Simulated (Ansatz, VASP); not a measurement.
## WSe2 in VASP and in Ansatz

```
CELL_PARAMETERS angstrom
3.41457 0.00000 0.00000
-1.70728 2.95710 0.00000
0.00000 0.00000 14.14078
ATOMIC_POSITIONS crystal
W 0.66667 0.33333 0.75000
W 0.33333 0.66667 0.25000
Se 0.33333 0.66667 0.86521
Se 0.66667 0.33333 0.36521
Se 0.33333 0.66667 0.63479
Se 0.66667 0.33333 0.13479
```

Alike in both runs: task single point; functional r2SCAN; k mesh 12 × 12 × 2; occupations gaussian, width 0.02 eV; no spin polarisation.

```csv
,VASP,Ansatz
version,VASP 6.6.1,Ansatz 0.2.0
potentials or method,"VASP PAW PBE potentials, release 64 (W_sv, Se), cutoff 520 eV","scalar-relativistic, plane waves, PAW"
valence electrons in the cell,52,92
```

|  | VASP | Ansatz | Ansatz less VASP |
| --- | --- | --- | --- |
| gap on the k mesh at the Fermi level (eV) | 0.91 | 0.92 | +0.006 |
| least direct gap on the mesh (eV) | 1.28 | 1.28 | +0.001 |
| pressure (GPa) | -3.9 | -4.1 | -0.23 |
| traceless stress, the component that is largest in VASP (GPa) | 3.68 | 3.66 | -0.022 |
| rms of the force components (eV/Å) | 0.018 | 0.000 | -0.0177 |

VASP's potentials were made for PBE, not for r2SCAN. Atom by atom the forces differ by 0.018 eV/Å (rms over components). VASP's potentials hold 52 valence electrons a cell and Ansatz's 92, so a difference there can come from the potentials and not from the codes.

Spin-orbit coupling is off throughout.
